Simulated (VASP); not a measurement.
Write the native input for VASP 6.6.1 that does the following.

| Property | Result |
| --- | --- |
| Task | single point |
| Functional | PBEsol |
| Potentials or basis | VASP PAW PBE potentials, release 64 (Ir, O) |
| Cutoff | 600 eV |
| k mesh | 8 × 8 × 12 |
| Occupations | gaussian, width 0.1 eV |
| Spin | no spin polarisation |
| Dipole correction | no |
| Further INCAR settings | ALGO = Normal; EDIFF = 1e-06; NBANDS = 30 |

The structure of IrO2 lies in POSCAR:

```
IrO2
1.0
    4.4714886779      0.0000000000      0.0000000000
    0.0000000000      4.4714886779      0.0000000000
    0.0000000000      0.0000000000      3.1535738342
Ir O
2 4
Direct
    0.0000000000      0.0000000000      0.0000000000
    0.5000000000      0.5000000000      0.5000000000
    0.3087819594      0.3087819594      0.0000000000
    0.1912180406      0.8087819594      0.5000000000
    0.6912180406      0.6912180406      0.0000000000
    0.8087819594      0.1912180406      0.5000000000
```

One way to write it, as run:

INCAR

```
SYSTEM = IrO2
  ALGO = Normal
  EDIFF = 1E-6
  ENCUT = 600
  GGA = PS
  GGA_COMPAT = .False.
  ISIF = 2
  ISMEAR = 0
  LASPH = .True.
  LCHARG = .False.
  LREAL = .False.
  LWAVE = .False.
  NBANDS = 30
  NELM = 120
  PREC = Accurate
  SIGMA = 0.1
```

KPOINTS

```
k-points
0
Gamma
  8 8 12
  0 0 0
```

Potentials or basis: VASP PAW PBE potentials, release 64 (Ir, O).

Command:

```console
$ cat potpaw_PBE.64/Ir/POTCAR potpaw_PBE.64/O/POTCAR > POTCAR
$ mpirun -np 1 vasp_std > vasp.out
```

Results of the run:

The pressure is 2.8 GPa. The largest force is 0.005 eV/Å. The band gap on the k mesh is zero (band 21 reaches 6.86 eV, above the bottom of band 22 at 5.46 eV).

Caveat: the PAW data sets were made with another functional, which shifts forces and pressure a little; spin-orbit coupling is left out, which moves the levels of the heavy elements.

Wall time 2.8 min on 1 thread of Intel(R) Xeon(R) Platinum 8375C CPU @ 2.90GHz (Ice Lake) (shared host), peak memory 0.33 GiB.
